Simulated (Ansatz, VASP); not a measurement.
# Two plane-wave programs on Sn

```
Sn
1.0
     0.00000    3.23334    3.23334
     3.23334    0.00000    3.23334
     3.23334    3.23334    0.00000
Sn
2
Direct
  0.75000 0.75000 0.75000
  0.50000 0.50000 0.50000
```

Alike in both runs: functional PBEsol-based screened hybrid with a share of 0.25 of exact exchange and HFSCREEN = 0.207; k mesh 4 × 4 × 4; occupations fermi-dirac, width 0.05 eV; no spin polarisation.

|  | VASP | Ansatz |
| --- | --- | --- |
| version | VASP 6.6.1 | Ansatz 0.2.0 |
| potentials or method | VASP PAW PBE potentials, release 64 (Sn_d) | Ansatz PAW |
| plane-wave cutoff (eV) | 520 | 420 |
| valence electrons in the cell | 28 | 28 |
| task | single point | band structure |

VASP gave:

| Item | Value |
| --- | --- |
| gap on the k mesh at the Fermi level (eV) | none |
| pressure (GPa) | 0.9 |

Task: Which values does Ansatz return?

Result: gap on the k mesh at the Fermi level (eV): none; pressure (GPa): 1.0.

VASP's potentials were made for PBE, not for PBEsol-based screened hybrid. A gap of «none» marks a metal or a gap that the smearing closes.

The k mesh is coarse, so the values compare programs but aren't converged.
